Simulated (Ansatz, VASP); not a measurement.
One calculation of NaCl, two programs

```
Na Cl
1.0
     0.00000    2.71427    2.71427
     2.71427    0.00000    2.71427
     2.71427    2.71427    0.00000
Na Cl
1 1
Cartesian
  0.0000 0.0000 0.0000
  2.7143 2.7143 2.7143
```

Alike in both runs: task single point; functional PBEsol; k mesh 8 × 8 × 8; occupations gaussian, width 0.02 eV; no spin polarisation.

```csv
,VASP,Ansatz
version,VASP 6.6.1,Ansatz 0.2.0
potentials or method,"VASP PAW PBE potentials, release 64 (Na_pv, Cl), cutoff 520 eV","scalar-relativistic, plane waves, PAW"
valence electrons in the cell,14,16
```

VASP gave:

| Property | Result |
| --- | --- |
| gap on the k mesh at the Fermi level (eV) | 5.39 |
| least direct gap on the mesh (eV) | 5.39 |
| pressure (GPa) | 3.1 |

Task: What did Ansatz give for the same quantities?

Result: gap on the k mesh at the Fermi level (eV): 5.39; least direct gap on the mesh (eV): 5.39; pressure (GPa): 3.0.

VASP's potentials were made for PBE, not for PBEsol. With one functional, cell and mesh, what is left measures potentials, basis and numerics. VASP's potentials hold 14 valence electrons a cell and Ansatz's 16, so a difference there can come from the potentials and not from the codes.
